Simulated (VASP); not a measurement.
Input of a VASP 6.6.1 run:

Contents of INCAR:

```
PREC = Accurate
ENCUT = 600
EDIFF = 1E-7
ISMEAR = -1
SIGMA = 0.1
LREAL = False
LASPH = True
NELM = 60
ALGO = Normal
ISIF = 3
LWAVE = False
LCHARG = False
GGA = RP
IBRION = 2
NSW = 80
EDIFFG = -0.01
```

Contents of KPOINTS:

```
Automatic mesh
0
Gamma
  5 5 6
```

File POSCAR:

```
Cs
1.0
    8.5460026433      0.0000000000      0.0000000000
   -4.2730013217      7.4010553899      0.0000000000
    0.0000000000      0.0000000000      5.2386996204
Cs
3
Direct
    0.0000000000      0.0000000000      0.0000000000
    0.3333333333      0.6666666667      0.5000000000
    0.6666666667      0.3333333333      0.5000000000
```

Potentials or basis: VASP PAW PBE potentials, release 64 (Cs_sv).

Run with:

```console
$ cat potpaw_PBE.64/Cs_sv/POTCAR > POTCAR
$ mpirun -np 1 vasp_std > vasp.out
```

(1) Estimate the relaxed cell.

(2) Estimate the band gap on the k mesh.

(3) What does it give for the relaxed volume?

Answers

(1) a = 9.156 Å, b = 9.156 Å, c = 5.479 Å, α = 90.00°, β = 90.00°, γ = 120.00°.

(2) zero (an odd number of electrons rules out a gap without spin polarisation).

(3) 132.59 Å³/atom.

Caveat: the volume moved by over 15 % at a fixed basis, so the end points are rough; the PAW data sets were made with another functional, which shifts forces and pressure a little; spin-orbit coupling is left out, which moves the levels of the heavy elements.
